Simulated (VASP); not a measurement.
# AlNi3 (Fm-3m) in VASP: a series of runs

AlNi3 is run at these levels: PBE+D3(BJ); tasks: single point, relaxation of cell and atoms.

Program: VASP 6.6.1. These are calculated values, not measurements. Logs are shortened: lines on timing, memory, paths and dates and some standing lists are left out, and cuts for length are marked.

## (1) The cell of the first run

It takes space group Fm-3m (No. 225, cubic). Conventional cell: a = 5.604 Å, b = 5.604 Å, c = 5.604 Å, α = 90.00°, β = 90.00°, γ = 90.00°. Al (site symmetry m-3m) has 14 Ni at 2.43 to 2.80 Å within 3.2 Å. Ni (site symmetry -43m) has 4 Al at 2.43 Å and 10 Ni at 2.43 to 2.80 Å within 3.2 Å. Within 3.2 Å of Ni (site symmetry m-3m) lie 8 Ni at 2.43 Å and 6 Al at 2.80 Å.

## (2) Single point, PBE+D3(BJ)

Contents of INCAR:

```
SYSTEM = AlNi3
PREC     = Accurate       ! precision mode
ENCUT    = 520            ! plane-wave cutoff, eV
EDIFF    = 1E-7           ! SCF threshold, eV
ISMEAR   = 0              ! smearing method
SIGMA    = 0.1            ! smearing width, eV
LREAL    = .FALSE.        ! projectors in reciprocal space
LASPH    = .TRUE.         ! aspherical terms in the spheres
NELM     = 100            ! most SCF steps
ALGO     = Normal         ! electronic algorithm
ISIF     = 2              ! what is computed and relaxed
LWAVE    = .FALSE.        ! write WAVECAR
LCHARG   = .FALSE.        ! write CHGCAR
GGA      = PE             ! functional
IVDW     = 12             ! dispersion correction
NBANDS   = 24             ! bands
```

Contents of KPOINTS:

```
Automatic mesh
0
G
  14 14 14
  0 0 0
```

Contents of POSCAR:

```
AlNi3
1.0
    0.0000000000      2.8021457205      2.8021457205
    2.8021457205      0.0000000000      2.8021457205
    2.8021457205      2.8021457205      0.0000000000
Al Ni
1 3
Direct
    0.5000000000      0.5000000000      0.5000000000
    0.2500000000      0.2500000000      0.2500000000
    0.0000000000      0.0000000000      0.0000000000
    0.7500000000      0.7500000000      0.7500000000
```

Potentials or basis: VASP PAW PBE potentials, release 64 (Al, Ni).

On the command line:

```bash
$ cat potpaw_PBE.64/Al/POTCAR potpaw_PBE.64/Ni/POTCAR > POTCAR
$ mpirun -np 1 vasp_std > vasp.out
```

OUTCAR:

```text
SYSTEM = AlNi3
   PREC = Accurate
   ENCUT = 520
   EDIFF = 1E-7
   ISMEAR = 0
   LREAL = .FALSE.
   LASPH = .TRUE.
   NELM = 100
   ISIF = 2
   GGA = PE
   IVDW = 12
 IVDW          = 12

 ion  position               nearest neighbor table
   1  0.500  0.500  0.500-   2 2.43   2 2.43   2 2.43   2 2.43   4 2.43   4 2.43   4 2.43   4 2.43
                             3 2.80   3 2.80   3 2.80   3 2.80   3 2.80   3 2.80
   2  0.250  0.250  0.250-   3 2.43   3 2.43   3 2.43   1 2.43   3 2.43   1 2.43   1 2.43   1 2.43
                             4 2.80   4 2.80   4 2.80   4 2.80   4 2.80   4 2.80
   3  0.000  0.000  0.000-   4 2.43   4 2.43   4 2.43   2 2.43   4 2.43   2 2.43   2 2.43   2 2.43
                             1 2.80   1 2.80   1 2.80   1 2.80   1 2.80   1 2.80
   4  0.750  0.750  0.750-   1 2.43   1 2.43   1 2.43   1 2.43   3 2.43   3 2.43   3 2.43   3 2.43
                             2 2.80   2 2.80   2 2.80   2 2.80   2 2.80   2 2.80

  LATTYP: Found a face centered cubic cell.
 ALAT       =     5.6042914410

  Lattice vectors:

 A1 = (   0.0000000000,   2.8021457205,   2.8021457205)
 A2 = (   2.8021457205,   0.0000000000,   2.8021457205)
 A3 = (   2.8021457205,   2.8021457205,   0.0000000000)

Analysis of symmetry for initial positions (statically):
=====================================================================
 Subroutine PRICEL returns:
 Original cell was already a primitive cell.

 Routine SETGRP: Setting up the symmetry group for a
 face centered cubic supercell.

 Subroutine GETGRP returns: Found 48 space group operations
 (whereof 48 operations were pure point group operations)
 out of a pool of 48 trial point group operations.

The static configuration has the point symmetry O_h .

Analysis of symmetry for dynamics (positions and initial velocities):
=====================================================================
 Subroutine PRICEL returns:
 Original cell was already a primitive cell.

 Routine SETGRP: Setting up the symmetry group for a
 face centered cubic supercell.

 Subroutine GETGRP returns: Found 48 space group operations
 (whereof 48 operations were pure point group operations)
 out of a pool of 48 trial point group operations.

The dynamic configuration has the point symmetry O_h .

 Subroutine INISYM returns: Found 48 space group operations
 (whereof 48 operations are pure point group operations),
 and found     1 'primitive' translations

----------------------------------------------------------------------------------------

                                     Primitive cell

  volume of cell :      44.0050

  direct lattice vectors                    reciprocal lattice vectors
     0.000000000  2.802145720  2.802145720    -0.178434689  0.178434689  0.178434689
     2.802145720  0.000000000  2.802145720     0.178434689 -0.178434689  0.178434689
     2.802145720  2.802145720  0.000000000     0.178434689  0.178434689 -0.178434689

  length of vectors
     3.962832482  3.962832482  3.962832482     0.309057947  0.309057947  0.309057947

  position of ions in fractional coordinates (direct lattice)
     0.500000000  0.500000000  0.500000000
     0.250000000  0.250000000  0.250000000
     0.000000000  0.000000000  0.000000000
     0.750000000  0.750000000  0.750000000

  ion indices of the primitive-cell ions
   primitive index   ion index
                 1           1
                 2           2
                 3           3
                 4           4

----------------------------------------------------------------------------------------

 KPOINTS: Automatic mesh

Automatic generation of k-mesh.
 Grid dimensions read from file:
 generate k-points for:   14   14   14

 Generating k-lattice:

  Cartesian coordinates                     Fractional coordinates (reciprocal lattice)
    -0.012745335  0.012745335  0.012745335     0.071428571  0.000000000  0.000000000
     0.012745335 -0.012745335  0.012745335     0.000000000  0.071428571  0.000000000
     0.012745335  0.012745335 -0.012745335     0.000000000  0.000000000  0.071428571

  Length of vectors
     0.022075568  0.022075568  0.022075568

  Shift w.r.t. Gamma in fractional coordinates (k-lattice)
     0.000000000  0.000000000  0.000000000

 Subroutine IBZKPT returns following result:
 ===========================================

 Found    104 irreducible k-points:

 Following reciprocal coordinates:
            Coordinates               Weight
  0.000000  0.000000  0.000000      1.000000
  0.071429  0.000000  0.000000      8.000000
  0.142857  0.000000  0.000000      8.000000
  0.214286  0.000000  0.000000      8.000000
  0.285714  0.000000  0.000000      8.000000
  0.357143  0.000000  0.000000      8.000000
[... 16 lines left out ...]
  0.214286  0.142857  0.000000     24.000000
  0.285714  0.142857  0.000000     24.000000
 [... further k-points ...]
   k-points           NKPTS =    104   k-points in BZ     NKDIM =    104   number of bands    NBANDS=     24
   number of dos      NEDOS =    301   number of ions     NIONS =      4
   total plane-waves  NPLWV =  27000
   dimension x,y,z NGX =    30 NGY =   30 NGZ =   30
   dimension x,y,z NGXF=    60 NGYF=   60 NGZF=   60
   ions per type =               1   3
   NGX,Y,Z   is equivalent  to a cutoff of  12.59, 12.59, 12.59 a.u.
   NGXF,Y,Z  is equivalent  to a cutoff of  25.17, 25.17, 25.17 a.u.
 SYSTEM =  AlNi3
   PREC   = accura    normal or accurate (medium, high low for compatibility)
   ISTART =      0    job   : 0-new  1-cont  2-samecut
   ICHARG =      2    charge: 1-file 2-atom 10-const
   ISPIN  =      1    spin polarized calculation?
   LNONCOLLINEAR =      F non collinear calculations
   LSORBIT =      F    spin-orbit coupling
   LASPH  =      T    aspherical Exc in radial PAW
   ENCUT  =  520.0 eV  38.22 Ry    6.18 a.u.   7.37  7.37  7.37*2*pi/ulx,y,z
   NELM   =    100;   NELMIN=  2; NELMDL= -5     # of ELM steps
   EDIFF  = 0.1E-06   stopping-criterion for ELM
   LREAL  =      F    real-space projection
   EDIFFG = 0.1E-05   stopping-criterion for IOM
   NSW    =      0    number of steps for IOM
   IBRION =     -1    ionic relax: 0-MD 1-quasi-New 2-CG
   NFREE  =      0    steps in history (QN), initial steepest desc. (CG)
   ISIF   =      2    stress and relaxation
   ISYM   =      2    0-nonsym 1-usesym 2-fastsym
   POTIM  = 0.5000    time-step for ionic-motion
   TEBEG  =    0.0;   TEEND  =   0.0 temperature during run
   PSTRESS=    0.0 pullay stress
   NELECT =      33.0000    total number of electrons
   NUPDOWN=      -1.0000    fix difference up-down
   EMIN   =  10.00;   EMAX   =-10.00  energy-range for DOS
   EFERMI =   0.00;   METHOD = LEGACY
   ISMEAR =     0;   SIGMA  =   0.10  broadening in eV -4-tet -1-fermi 0-gaus
   EFERMI_NEDOS =   21; number of points for ismear=-14 and -15
   IALGO  =     38    algorithm
   IMIX   =      4    mixing-type and parameters
     AMIX     =   0.40;   BMIX     =  1.00
     AMIX_MAG =   1.60;   BMIX_MAG =  1.00
  volume/ion in A,a.u.               =      11.00        74.24
  Fermi-wavevector in a.u.,A,eV,Ry     =   1.487346  2.810677 30.098795  2.212199
  Thomas-Fermi vector in A             =   2.600518
   LORBIT       =      0    0 simple, 1 ext, 2 COOP (PROOUT), +10 PAW based schemes
   GGA     = PE    functional components
   LHFCALC =     F    Hartree Fock is set to
   AEXX    =    0.0000 exact exchange contribution
   IVDW    =    12    specifies the selected vdW correction
   LEPSILON=     F    determine dielectric tensor
   LRPA    =     F    only Hartree local field effects (RPA)
 non-spin polarized calculation
 Gauss-broadening in eV      SIGMA  =   0.10
  energy-cutoff  :      520.00
  volume of cell :       44.01
 maximum number of plane-waves:      1243
 NGX is ok and might be reduce to    30
   NGX = 15   NGY = 15   NGZ = 15

 number of electron      33.0000016 magnetization

 Free energy of the ion-electron system (eV)
  ---------------------------------------------------
  ext. energy  EPLUGINS =         0.00000000
  ---------------------------------------------------
  free energy    TOTEN  =       -21.66218977 eV

  energy without entropy =      -21.64904406  energy(sigma->0) =      -21.65561692

 E-fermi :   9.9588     XC(G=0): -12.8122

 val. band max:        9.9537583899   @ k =  -0.2857   0.5000   0.2143
 cond. band min:       9.9747182621   @ k =  -0.4286   0.4286   0.0714
 fundamental gap:      0.0209598722
 Fermi energy:         9.9587609061

 k-point     1 :       0.0000    0.0000    0.0000
  band No.  band energies     occupation
      1      -0.2357      2.00000
      2       6.3580      2.00000
      3       6.3580      2.00000
      4       6.4797      2.00000
      5       6.4797      2.00000
      6       6.4797      2.00000
[... 16 lines left out ...]
     23      17.1409      0.00000
     24      18.7011      0.00000

 k-point     2 :       0.0714    0.0000    0.0000
  band No.  band energies     occupation
      1      -0.1597      2.00000
      2       6.3195      2.00000
      3       6.3195      2.00000
      4       6.4383      2.00000
      5       6.5592      2.00000
      6       6.5592      2.00000
[... 16 lines left out ...]
     23      17.5168      0.00000
     24      18.4964      0.00000

 k-point     3 :       0.1429    0.0000    0.0000
  band No.  band energies     occupation
      1       0.0668      2.00000
      2       6.2879      2.00000
      3       6.2879      2.00000
      4       6.3130      2.00000
      5       6.7081      2.00000
      6       6.7081      2.00000
[... 16 lines left out ...]
     23      17.9684      0.00000
     24      18.2982      0.00000

 k-point     4 :       0.2143    0.0000    0.0000
  band No.  band energies     occupation
      1       0.4391      2.00000
      2       6.0704      2.00000
      3       6.2923      2.00000
      4       6.2923      2.00000
      5       6.8802      2.00000
      6       6.8802      2.00000
[... 16 lines left out ...]
     23      18.1245      0.00000
     24      18.6671      0.00000

 k-point     5 :       0.2857    0.0000    0.0000
  band No.  band energies     occupation
      1       0.9485      2.00000
      2       5.6193      2.00000
      3       6.3274      2.00000
      4       6.3274      2.00000
      5       7.0492      2.00000
      6       7.0492      2.00000
[... 16 lines left out ...]
     23      18.1392      0.00000
     24      19.4648      0.00000

 k-point     6 :       0.3571    0.0000    0.0000
  band No.  band energies     occupation
      1       1.5807      2.00000
      2       4.9307      2.00000
      3       6.3781      2.00000
      4       6.3781      2.00000
      5       7.1616      2.00000
      6       7.1827      2.00000
[... 16 lines left out ...]
     23      18.1187      0.00000
     24      20.4473      0.00000
[... 379 lines left out ...]
 k-point    21 :      -0.0714    0.0714    0.0000
  band No.  band energies     occupation
      1      -0.0336      2.00000
      2       6.2518      2.00000
      3       6.2685      2.00000
      4       6.5137      2.00000
      5       6.5516      2.00000
      6       6.6761      2.00000
[... 16 lines left out ...]
     23      17.6526      0.00000
     24      17.7670      0.00000

 k-point    22 :       0.1429    0.1429    0.0000
  band No.  band energies     occupation
      1       0.1668      2.00000
      2       5.9661      2.00000
      3       6.5056      2.00000
      4       6.6247      2.00000
      5       6.6247      2.00000
      6       6.6532      2.00000
[... 16 lines left out ...]
     23      17.4109      0.00000
     24      19.0567      0.00000

 k-point    23 :       0.2143    0.1429    0.0000
  band No.  band energies     occupation
      1       0.4392      2.00000
      2       5.8241      2.00000
      3       6.5382      2.00000
      4       6.5709      2.00000
      5       6.7606      2.00000
      6       6.8078      2.00000
[... 16 lines left out ...]
     23      17.7151      0.00000
     24      19.5896      0.00000

 k-point    24 :       0.2857    0.1429    0.0000
  band No.  band energies     occupation
      1       0.8525      2.00000
      2       5.6570      2.00000
      3       6.4507      2.00000
      4       6.5642      2.00000
      5       6.9301      2.00000
      6       6.9308      2.00000
[... 16 lines left out ...]
     23      17.6956      0.00000
     24      19.7202      0.00000

 [... further k-points ...]

------------------------ aborting loop because EDIFF is reached ----------------------------------------

 Edisp (eV)   -1.87852

 E8    (eV) :    -0.8205

  FORCE on cell =-STRESS in cart. coord.  units (eV):
  Direction    XX          YY          ZZ          XY          YZ          ZX
  --------------------------------------------------------------------------------------
  -------------------------------------------------------------------------------------
  Total      -0.02539    -0.02539    -0.02539    -0.00000    -0.00000    -0.00000
  in kB      -0.92426    -0.92426    -0.92426    -0.00000    -0.00000    -0.00000
  external pressure =       -0.92 kB  Pullay stress =        0.00 kB

 VOLUME and BASIS-vectors are now :
 -----------------------------------------------------------------------------
  energy-cutoff  :      520.00
  volume of cell :       44.01
      direct lattice vectors                 reciprocal lattice vectors
     0.000000000  2.802145720  2.802145720    -0.178434689  0.178434689  0.178434689
     2.802145720  0.000000000  2.802145720     0.178434689 -0.178434689  0.178434689
     2.802145720  2.802145720  0.000000000     0.178434689  0.178434689 -0.178434689

 POSITION                                       TOTAL-FORCE (eV/Angst)
 -----------------------------------------------------------------------------------
      2.80215      2.80215      2.80215        -0.000000      0.000000      0.000000
      1.40107      1.40107      1.40107        -0.000000     -0.000000     -0.000000
      0.00000      0.00000      0.00000        -0.000000      0.000000      0.000000
      4.20322      4.20322      4.20322         0.000000      0.000000      0.000000
 -----------------------------------------------------------------------------------
    total drift:                                0.000000     -0.000000      0.000000

  FREE ENERGIE OF THE ION-ELECTRON SYSTEM (eV)
  ---------------------------------------------------
  free  energy   TOTEN  =       -23.5407088816 eV

  energy  without entropy=      -23.5275631676  energy(sigma->0) =      -23.53413602
```

Wall time 3.4 min (1 thread of Intel Xeon 8259CL, shared host); peak memory 0.25 GiB.

Results:

| Quantity | Value |
| --- | --- |
| Free energy | -23.5407 eV |
| Pressure | -0.1 GPa |
| Band gap on the k mesh | zero (an odd number of electrons rules out a gap without spin polarisation) |
| Dispersion energy per atom | -0.470 eV |

Levels at points of the mesh, in eV from the Fermi level:
```tsv
k point	band 12	band 13	band 14	band 15	band 16	band 17	band 18	band 19	band 20	band 21
(0.00, 0.00, 0.00)	-0.91	-0.56	-0.56	-0.53	-0.53	5.46	5.46	5.46	5.90	5.90
(0.50, 0.00, 0.00)	-1.72	-0.65	-0.65	-0.48	-0.48	-0.15	4.34	4.34	4.79	4.79
(0.50, 0.50, 0.00)	-1.18	-1.06	-0.75	-0.60	-0.38	-0.35	-0.35	-0.04	4.28	4.67
```

Spin polarisation is off, so any magnetic state and its effect on volume and gap are missing.

## (3) Relaxation of cell and atoms, PBE+D3(BJ)

This run uses another cell than the first one, of 11.41 Å³/atom.

Contents of INCAR:

```
SYSTEM = AlNi3
ALGO = Fast ; EDIFF = 1E-6
EDIFFG = -0.005 ; ENCUT = 600
GGA = PE ; IBRION = 2
ISIF = 3 ; ISMEAR = 0
IVDW = 12 ; LASPH = .True.
LCHARG = .False. ; LREAL = .False.
LWAVE = .False. ; NELM = 100
NSW = 70 ; PREC = Accurate
SIGMA = 0.1
```

Contents of KPOINTS:

```
k-points
0
Gamma
  14 14 14
  0 0 0
```

Contents of POSCAR:

```
AlNi3
1.0
    0.0000000000      2.8361718561      2.8361718561
    2.8361718561      0.0000000000      2.8361718561
    2.8361718561      2.8361718561      0.0000000000
Al Ni
1 3
Direct
    0.5000000000      0.5000000000      0.5000000000
    0.2500000000      0.2500000000      0.2500000000
    0.0000000000      0.0000000000      0.0000000000
    0.7500000000      0.7500000000      0.7500000000
```

Potentials or basis: VASP PAW PBE potentials, release 64 (Al, Ni).

On the command line:

```bash
$ cat potpaw_PBE.64/Al/POTCAR potpaw_PBE.64/Ni/POTCAR > POTCAR
$ mpirun -np 1 vasp_std > vasp.out
```

Run time: 8.6 min. Hardware: 1 thread of Intel Xeon 8259CL, shared host; peak memory 0.27 GiB.

Results (log left out):

| Quantity | Value |
| --- | --- |
| Free energy | -23.5408 eV |
| Relaxed volume | 11.00 Å³/atom |
| Relaxed cell | a = 3.962 Å, b = 3.962 Å, c = 3.962 Å, α = 60.00°, β = 60.00°, γ = 60.00° |
| Space group after relaxing (to 0.1 Å) | Fm-3m (No. 225) |
| Energy gained by relaxing | 8.9 meV/atom |
| Ionic steps | 6 |
| Pressure after relaxing | 0.0 GPa |
| Band gap on the k mesh | zero (an odd number of electrons rules out a gap without spin polarisation) |
| Dispersion energy per atom | -0.470 eV |

Step by step:
| step | energy change (eV) | largest force (eV/Å) | pressure (GPa) | volume (Å³) |
| --- | --- | --- | --- | --- |
| 1 | 0.0000 | 0.0000 | -6.43 | 45.63 |
| 2 | -0.0108 | 0.0000 | 6.31 | 42.67 |
| 3 | -0.0355 | 0.0000 | 0.56 | 43.96 |
| 4 | -0.0353 | 0.0000 | -0.52 | 44.09 |
| 5 | -0.0355 | 0.0000 | -0.45 | 44.03 |
| 6 | -0.0355 | 0.0000 | -0.03 | 43.99 |

Final structure:
```
CELL_PARAMETERS angstrom
0.00000 2.80187 2.80187
2.80187 0.00000 2.80187
2.80187 2.80187 0.00000
ATOMIC_POSITIONS crystal
Al 0.50000 0.50000 0.50000
Ni 0.25000 0.25000 0.25000
Ni 0.00000 0.00000 0.00000
Ni 0.75000 0.75000 0.75000
```

Levels at points of the mesh, in eV from the Fermi level:
```tsv
k point	band 13	band 14	band 15	band 16	band 17	band 18	band 19	band 20
(0.00, 0.00, 0.00)	-0.56	-0.56	-0.53	-0.53	5.46	5.46	5.46	5.90
(0.50, 0.00, 0.00)	-0.65	-0.65	-0.48	-0.48	-0.15	4.35	4.35	4.79
(0.50, 0.50, 0.00)	-1.06	-0.75	-0.60	-0.38	-0.35	-0.35	-0.04	4.28
```

Spin polarisation is off, so any magnetic state and its effect on volume and gap are missing.
